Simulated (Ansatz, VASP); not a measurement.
**SrO: VASP beside Ansatz**

```
Sr O
1.0
    -0.05140    2.54410    2.54410
     2.54410   -0.05140    2.54410
     2.54410    2.54410   -0.05140
Sr O
1 1
Direct
  0.00000 0.00000 0.00000
  0.50000 0.50000 0.50000
```

Change from the starting cell: equal xy, yz and zx shear strains of -2 %, crystal datasets.

Alike in both runs: task electric field gradients; functional LDA; k mesh 8 × 8 × 8; occupations fermi-dirac, width 0.02 eV; no spin polarisation.

```csv
,VASP,Ansatz
version,VASP 6.6.1,Ansatz 0.2.0
potentials or method,"VASP PAW LDA potentials, release 64 (Sr_sv, O), cutoff 520 eV","all-electron PAW with datasets made for the crystal, scalar-relativistic"
```

VASP gave:

| Quantity | Value |
| --- | --- |
| gap on the k mesh at the Fermi level (eV) | 3.05 |
| pressure (GPa) | -3.5 |
| traceless stress, the component that is largest in VASP (GPa) | 1.07 |
| size of Vzz on the site where it differs most (V/Å²) | 14.8 |

Problem. What did Ansatz give for the same quantities?

Solution. gap on the k mesh at the Fermi level (eV): 3.11; pressure (GPa): -4.2; traceless stress, the component that is largest in VASP (GPa): 1.08; size of Vzz on the site where it differs most (V/Å²): 14.8.

LDA's correlation is that of Perdew and Zunger in VASP and of Perdew and Wang (1992) in Ansatz. Ansatz ran all-electron here, and VASP with PAW potentials.
